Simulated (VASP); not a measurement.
**FeNi3: single point with PBE**

Crystal: FeNi3.

```
Fe Ni
1.0
     3.57878    0.00000    0.00000
     0.00000    3.57878    0.00000
     0.00000    0.00000    3.57878
Fe Ni
1 3
Direct
  0.00000 0.00000 0.00000
  0.00000 0.50000 0.50000
  0.50000 0.00000 0.50000
  0.50000 0.50000 0.00000
```

```json
{
  "Program": "VASP 6.6.1",
  "Task": "single point",
  "Functional": "PBE",
  "Potentials or basis": "VASP PAW PBE potentials, release 64 (Fe, Ni)",
  "Cutoff": "520 eV",
  "k mesh": "12 × 12 × 12",
  "Occupations": "gaussian, width 0.1 eV",
  "Spin": "collinear spin, ferromagnetic start",
  "Starting moments": "[3.2, 0.75, 0.75, 0.75] μB"
}
```

* Pressure: -5.4 GPa
* Net moment: 4.81 μB per cell
* Site moments: Fe +2.94; Ni +0.64 μB
* Valence electrons inside the program's atomic spheres: Fe 7.03; Ni 9.29

Levels at points of the mesh, in eV from the Fermi level:
Spin up:
```csv
k point,band 17,band 18,band 19,band 20,band 21,band 22,band 23,band 24,band 25,band 26
"(0.00, 0.00, 0.00)",-0.76,-0.76,-0.64,-0.64,-0.64,2.23,2.23,2.23,8.58,8.58
"(0.50, 0.00, 0.00)",-1.56,-1.50,-1.44,-1.03,-0.77,-0.64,7.30,7.30,7.35,7.35
"(0.50, 0.50, 0.00)",-1.71,-1.71,-1.49,-1.45,0.68,0.68,0.70,0.70,10.91,10.97
"(0.50, 0.50, 0.50)",-0.87,-0.80,-0.80,-0.80,-0.46,-0.46,-0.46,-0.31,5.21,5.21
```
Spin down:
```tsv
k point	band 13	band 14	band 15	band 16	band 17	band 18	band 19	band 20	band 21	band 22
(0.00, 0.00, 0.00)	-0.01	0.27	0.27	0.27	0.96	0.96	1.20	1.20	1.20	2.25
(0.50, 0.00, 0.00)	-0.91	-0.91	-0.82	-0.40	-0.11	-0.11	0.27	0.51	0.60	1.18
(0.50, 0.50, 0.00)	-1.17	-1.17	-1.15	-0.77	-0.63	0.17	0.17	0.41	1.35	1.35
(0.50, 0.50, 0.50)	-0.43	-0.43	-0.43	-0.43	0.06	0.06	0.06	0.76	0.76	0.76
```

It took 3.6 min on 1 thread of Intel(R) Xeon(R) Platinum 8488C (Sapphire Rapids) (shared host), peak memory 0.3 GiB.

Caveat: the cell stands under tension.
